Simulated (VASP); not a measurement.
# Cs (Fm-3m) in VASP: single point with PBEsol+D4

Aim: the single point of Cs with PBEsol+D4.

All numbers are computed with VASP 6.6.1; they aren't measurements. Logs are shortened: lines on timing, memory, paths and dates and some standing lists are left out, and cuts for length are marked.

**1. The cell of the first run**

Symmetry: Fm-3m, No. 225, cubic system. Conventional cell: a = 5.984 Å, b = 5.984 Å, c = 5.984 Å, α = 90.00°, β = 90.00°, γ = 90.00°. Within 5.6 Å of Cs (site symmetry m-3m) lie 12 Cs at 4.23 Å.

**2. Single point, PBEsol+D4**

Contents of INCAR:

```
ALGO = Normal
EDIFF = 1E-6
ENCUT = 520
GGA = PS
ISIF = 2
ISMEAR = 1
ISYM = 0
IVDW = 13
LASPH = True
LCHARG = True
LELF = True
LREAL = False
LVHAR = True
LWAVE = False
NBANDS = 10
NELM = 100
PREC = Accurate
SIGMA = 0.05
```

Contents of KPOINTS:

```
Automatic mesh
0
Gamma
  4 4 4
  0.5 0.5 0.5
```

Contents of POSCAR:

```
Cs
1.0
    4.2313270000      0.0000000000      0.0000000000
    2.1156635000      3.6644366737      0.0000000000
    2.1156635000      1.2214788912      3.4548640283
Cs
1
Direct
    0.0000000000      0.0000000000      0.0000000000
```

Potentials or basis: VASP PAW PBE potentials, release 64 (Cs_sv).

Run with:

```
> cat potpaw_PBE.64/Cs_sv/POTCAR > POTCAR
> mpirun -np 1 vasp_std > vasp.out
```

OUTCAR:

```text
EDIFF = 1E-6
   ENCUT = 520
   GGA = PS
   ISIF = 2
   ISMEAR = 1
   ISYM = 0
   IVDW = 13
   LASPH = True
   LREAL = False
   NELM = 100
   PREC = Accurate

 ion  position               nearest neighbor table
   1  0.000  0.000  0.000-

IMPORTANT INFORMATION: All symmetrisations will be switched off!
NOSYMM: (Re-)initialisation of all symmetry stuff for point group C_1.

----------------------------------------------------------------------------------------

                                     Primitive cell

  volume of cell :      53.5692

  direct lattice vectors                    reciprocal lattice vectors
     4.231327000  0.000000000  0.000000000     0.236332479 -0.136446620 -0.096482331
     2.115663500  3.664436674  0.000000000     0.000000000  0.272893241 -0.096482331
     2.115663500  1.221478891  3.454864028     0.000000000  0.000000000  0.289446992

  length of vectors
     4.231327000  4.231327000  4.231327000     0.289446992  0.289446992  0.289446992

  position of ions in fractional coordinates (direct lattice)
     0.000000000  0.000000000  0.000000000

  ion indices of the primitive-cell ions
   primitive index   ion index
                 1           1

----------------------------------------------------------------------------------------

 KPOINTS: Automatic mesh

Automatic generation of k-mesh.
 Grid dimensions read from file:
 generate k-points for:    4    4    4

 Generating k-lattice:

  Cartesian coordinates                     Fractional coordinates (reciprocal lattice)
     0.059083120 -0.034111655 -0.024120583     0.250000000  0.000000000  0.000000000
     0.000000000  0.068223310 -0.024120583     0.000000000  0.250000000  0.000000000
     0.000000000  0.000000000  0.072361748     0.000000000  0.000000000  0.250000000

  Length of vectors
     0.072361748  0.072361748  0.072361748

  Shift w.r.t. Gamma in fractional coordinates (k-lattice)
     0.500000000  0.500000000  0.500000000

 Subroutine IBZKPT returns following result:
 ===========================================

 Found    128 irreducible k-points:

 Following reciprocal coordinates:
            Coordinates               Weight
  0.125000  0.125000  0.125000      2.000000
  0.125000  0.000000  0.000000      2.000000
  0.000000  0.000000 -0.125000      2.000000
  0.000000  0.125000 -0.000000      2.000000
  0.375000  0.125000  0.125000      2.000000
  0.125000  0.375000  0.125000      2.000000
[... 16 lines left out ...]
  0.000000  0.500000 -0.125000      2.000000
[... 25 lines left out ...]
   NFREE  =      0    steps in history (QN), initial steepest desc. (CG)
   ISIF   =      2    stress and relaxation
   ISYM   =      0    0-nonsym 1-usesym 2-fastsym
   POTIM  = 0.5000    time-step for ionic-motion
   TEBEG  =    0.0;   TEEND  =   0.0 temperature during run
   PSTRESS=    0.0 pullay stress
   NELECT =       9.0000    total number of electrons
   NUPDOWN=      -1.0000    fix difference up-down
   EMIN   =  10.00;   EMAX   =-10.00  energy-range for DOS
   EFERMI =   0.00;   METHOD = LEGACY
   ISMEAR =     1;   SIGMA  =   0.05  broadening in eV -4-tet -1-fermi 0-gaus
   EFERMI_NEDOS =   21; number of points for ismear=-14 and -15
   IALGO  =     38    algorithm
   IMIX   =      4    mixing-type and parameters
     AMIX     =   0.40;   BMIX     =  1.00
     AMIX_MAG =   1.60;   BMIX_MAG =  1.00
  volume/ion in A,a.u.               =      53.57       361.50
  Fermi-wavevector in a.u.,A,eV,Ry     =   0.903339  1.707063 11.102644  0.816021
  Thomas-Fermi vector in A             =   2.026652
   LORBIT       =      0    0 simple, 1 ext, 2 COOP (PROOUT), +10 PAW based schemes
   GGA     = PS    functional components
   LHFCALC =     F    Hartree Fock is set to
   AEXX    =    0.0000 exact exchange contribution
   IVDW    =    13    specifies the selected vdW correction
   LEPSILON=     F    determine dielectric tensor
   LRPA    =     F    only Hartree local field effects (RPA)
 non-spin polarized calculation
 Methfessel and Paxton  Order N= 1 SIGMA  =   0.05
  energy-cutoff  :      520.00
  volume of cell :       53.57
 maximum number of plane-waves:      1449
   NGX = 15   NGY = 15   NGZ = 15

 number of electron       8.9999999 magnetization

 Free energy of the ion-electron system (eV)
  ---------------------------------------------------
  ext. energy  EPLUGINS =         0.00000000
  ---------------------------------------------------
  free energy    TOTEN  =        -0.54547956 eV

  energy without entropy =       -0.54448536  energy(sigma->0) =       -0.54514816

 E-fermi :   2.9948     XC(G=0):  -7.9333

 val. band max:        2.9852964388   @ k =   0.0000   0.1250   0.5000
 cond. band min:       3.3291544546   @ k =   0.2500  -0.2500   0.3750
 fundamental gap:      0.3438580158
 Fermi energy:         2.9947962680

 k-point     1 :       0.1250    0.1250    0.1250
  band No.  band energies     occupation
      1     -20.7060      2.00000
      2      -7.1287      2.00000
      3      -6.9236      2.00000
      4      -6.9236      2.00000
      5       1.2959      2.00000
      6       5.4169      0.00000
      7       6.0280      0.00000
      8       6.0280      0.00000
      9       7.7913      0.00000
     10       7.7913      0.00000
[... 287 lines left out ...]
 k-point    24 :       0.5000    0.0000   -0.1250
  band No.  band energies     occupation
      1     -20.5584      2.00000
      2      -8.1520      2.00000
      3      -7.1940      2.00000
      4      -7.1066      2.00000
      5       2.9853      1.31523
      6       4.7229      0.00000
      7       5.7308      0.00000
      8       5.9291      0.00000
      9       9.3024      0.00000
     10       9.9389      0.00000

 [... further k-points ...]

------------------------ aborting loop because EDIFF is reached ----------------------------------------

  DFT-D4 for vdW energy calculation

  Edisp (eV):   -0.05072

  FORCE on cell =-STRESS in cart. coord.  units (eV):
  Direction    XX          YY          ZZ          XY          YZ          ZX
  --------------------------------------------------------------------------------------
  -------------------------------------------------------------------------------------
  Total       1.17431     1.17431     1.17431     0.00000    -0.00000    -0.00000
  in kB      35.12196    35.12195    35.12189     0.00000    -0.00001    -0.00001
  external pressure =       35.12 kB  Pullay stress =        0.00 kB

 VOLUME and BASIS-vectors are now :
 -----------------------------------------------------------------------------
  energy-cutoff  :      520.00
  volume of cell :       53.57
      direct lattice vectors                 reciprocal lattice vectors
     4.231327000  0.000000000  0.000000000     0.236332479 -0.136446620 -0.096482331
     2.115663500  3.664436674  0.000000000     0.000000000  0.272893241 -0.096482331
     2.115663500  1.221478891  3.454864028     0.000000000  0.000000000  0.289446992

 POSITION                                       TOTAL-FORCE (eV/Angst)
 -----------------------------------------------------------------------------------
      0.00000      0.00000      0.00000        -0.000001     -0.000001      0.000001
 -----------------------------------------------------------------------------------
    total drift:                               -0.000001     -0.000001      0.000001

  FREE ENERGIE OF THE ION-ELECTRON SYSTEM (eV)
  ---------------------------------------------------
  free  energy   TOTEN  =        -0.5961961661 eV

  energy  without entropy=       -0.5952019618  energy(sigma->0) =       -0.59586476
```

OSZICAR:

```text
N       E                     dE             d eps       ncg     rms          rms(c)
DAV:   1     0.443966737606E+02    0.44397E+02   -0.36278E+03  2560   0.701E+02
DAV:   2     0.223703452903E+01   -0.42160E+02   -0.41112E+02  3284   0.117E+02
DAV:   3    -0.549497600131E+00   -0.27865E+01   -0.27816E+01  2990   0.332E+01
DAV:   4    -0.569489664580E+00   -0.19992E-01   -0.19979E-01  3106   0.326E+00
DAV:   5    -0.569555513525E+00   -0.65849E-04   -0.65848E-04  2996   0.184E-01    0.539E-01
DAV:   6    -0.551482051936E+00    0.18073E-01   -0.22350E-02  2872   0.710E-01    0.272E-01
DAV:   7    -0.545509378004E+00    0.59727E-02   -0.21485E-02  2770   0.699E-01    0.965E-02
DAV:   8    -0.545482775741E+00    0.26602E-04   -0.20399E-04  2946   0.109E-01    0.923E-03
DAV:   9    -0.545481295959E+00    0.14798E-05   -0.13722E-06  2918   0.828E-03    0.586E-03
DAV:  10    -0.545479364874E+00    0.19311E-05   -0.11817E-06  2294   0.798E-03    0.107E-03
DAV:  11    -0.545479559482E+00   -0.19461E-06   -0.50530E-08  1638   0.145E-03
   1 F= -.59619617E+00 E0= -.59586476E+00  d E =-.994204E-03
```

stdout:

```text
POSCAR found type information on POSCAR Cs
 POSCAR found :  1 types and       1 ions
 scaLAPACK will be used
 -----------------------------------------------------------------------------
|                                                                             |
|                                                                             |
|     You enforced a specific xc type in the INCAR file but a different       |
|     I HOPE YOU KNOW WHAT YOU ARE DOING!                                     |
|                                                                             |
 -----------------------------------------------------------------------------

 LDA part: xc-table for (Slater+PW92), standard interpolation
 POSCAR, INCAR and KPOINTS ok, starting setup
 FFT: planning ... GRIDC
 FFT: planning ... GRID_SOFT
 FFT: planning ... GRID
 WAVECAR not read
 entering main loop
```

It took 52 s on 1 thread of Intel Xeon 6975P-C, shared host; peak memory 0.21 GiB.

What came out:

```yaml
Free_energy: -0.5962 eV
Pressure: 3.5 GPa
Dispersion_energy_per_atom: -0.051 eV
```

Levels at points of the mesh, in eV from the Fermi level:
```csv
k point,band 3,band 4,band 5,band 6,band 7,band 8
"(0.12, 0.12, 0.12)",-9.92,-9.92,-1.70,2.42,3.03,3.03
```

Caveat: the k points lie up to 0.45 Å⁻¹ apart; the PAW data sets were made with another functional, which shifts forces and pressure a little; spin-orbit coupling is left out, which moves the levels of the heavy elements; pairwise dispersion overbinds metals, which lowers pressure and volume.
